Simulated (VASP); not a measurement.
Input of a VASP 6.6.1 run:

The input INCAR:

```
PREC     = Accurate       # precision mode
ENCUT    = 520            # plane-wave cutoff, eV
EDIFF    = 1E-6           # SCF threshold, eV
ISMEAR   = -1             # smearing method
SIGMA    = 0.05           # smearing width, eV
LREAL    = Auto         
LASPH    = True           # aspherical terms in the spheres
NELM     = 80             # most SCF steps
ALGO     = Normal         # electronic algorithm
ISIF     = 2              # what is computed and relaxed
LWAVE    = False          # write WAVECAR
LCHARG   = False          # write CHGCAR
GGA      = PS             # functional
NBANDS   = 52             # bands
```

File KPOINTS:

```
regular mesh
0
Gamma
  2 2 2
```

The input POSCAR:

```
TiSi16
1.0
    0.0000000000      5.4300000000      5.4300000000
    5.4300000000      0.0000000000      5.4300000000
    5.4300000000      5.4300000000      0.0000000000
Si Ti
16 1
Direct
   -0.0185267035     -0.0162062615      0.0397237569
    0.0841620626      0.1242357274      0.1878453039
    0.0028176796     -0.0132412523      0.5577163904
    0.0845856354      0.1464825046      0.6790423573
    0.0134254144      0.4741252302      0.0503683241
    0.1210957643      0.6143370166      0.1633241252
   -0.0082412523      0.5147974217      0.5556813996
    0.1391344383      0.6144014733      0.6801657459
    0.5088213628     -0.0113443831      0.0390239411
    0.6162062615      0.1008839779      0.2095395948
    0.4874585635      0.0000552486      0.5827255985
    0.6284530387      0.1249355433      0.6740331492
    0.4834346225      0.4763075506      0.0376335175
    0.6579650092      0.5928453039      0.1132688766
    0.5308471455      0.4951197053      0.5028360958
    0.6294567219      0.6178545120      0.6713904236
    0.2878176796      0.7373572744      0.2805616943
```

Potentials or basis: VASP PAW PBE potentials, release 64 (Si, Ti_sv).

Launch:

```bash
$ cat potpaw_PBE.64/Si/POTCAR potpaw_PBE.64/Ti_sv/POTCAR > POTCAR
$ mpirun -np 1 vasp_std > vasp.out
```

**Question.** Estimate the pressure.

**Answer.** 2.1 GPa.

**Question.** Estimate the largest force.

**Answer.** 2.096 eV/Å.

**Question.** What does it give for the band gap on the k mesh?

**Answer.** Zero (band 38 reaches 6.79 eV, above the bottom of band 39 at 6.52 eV).

Stress tensor (GPa, compression positive):
```
 1.16 -0.37 -0.05
-0.37  2.28 -0.06
-0.05 -0.06  2.92
```

Caveat: the k points lie up to 0.50 Å⁻¹ apart; the PAW data sets were made with another functional, which shifts forces and pressure a little.
